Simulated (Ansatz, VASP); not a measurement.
**S in VASP and in Ansatz**

```
CELL_PARAMETERS angstrom
0.00000 2.05418 1.96444
2.05418 0.00000 1.96444
2.05418 2.05418 0.00000
ATOMIC_POSITIONS crystal
S 0.00000 0.00000 0.00000
```

Change from the starting cell: strain +0.030 along x and y, -0.015 along z, atoms carried along.

Alike in both runs: task single point; functional LDA; k mesh 20 × 20 × 20; occupations gaussian, width 0.15 eV; no spin polarisation.

|  | VASP | Ansatz |
| --- | --- | --- |
| version | VASP 6.6.1 | Ansatz 0.2.0 |
| potentials or method | VASP PAW LDA potentials, release 64 (S), cutoff 520 eV | scalar-relativistic, plane waves, PAW |
| valence electrons in the cell | 6 | 6 |

|  | VASP | Ansatz | Ansatz less VASP |
| --- | --- | --- | --- |
| gap on the k mesh at the Fermi level (eV) | none | none | - |
| pressure (GPa) | -9.5 | -9.4 | +0.04 |
| traceless stress, the component that is largest in VASP (GPa) | -2.28 | -2.28 | -0.007 |

LDA's correlation is that of Perdew and Zunger in VASP and of Perdew and Wang (1992) in Ansatz. A gap of «none» marks a metal or a gap that the smearing closes.
